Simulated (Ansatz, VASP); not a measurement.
**One calculation of Pd, two programs**

```
Pd
1.0
     0.00000    1.90676    1.90676
     1.90676    0.00000    1.90676
     1.90676    1.90676    0.00000
Pd
1
Direct
  0.00000 0.00000 0.00000
```

Alike in both runs: task single point; functional r2SCAN; dispersion D4; k mesh 12 × 12 × 12; occupations fermi-dirac, width 0.05 eV; no spin polarisation.

|  | VASP | Ansatz |
| --- | --- | --- |
| version | VASP 6.6.1 | Ansatz 0.2.0 |
| potentials or method | VASP PAW PBE potentials, release 64 (Pd_sv_GW) | Ansatz PAW |
| plane-wave cutoff (eV) | 690 | 500 |
| valence electrons in the cell | 18 | 18 |

```tsv
	VASP	Ansatz	Ansatz less VASP
gap on the k mesh at the Fermi level (eV)	none	none	-
pressure (GPa)	14.8	14.7	-0.11
```

VASP's potentials were made for PBE, not for r2SCAN. A gap of «none» marks a metal or a gap that the smearing closes.
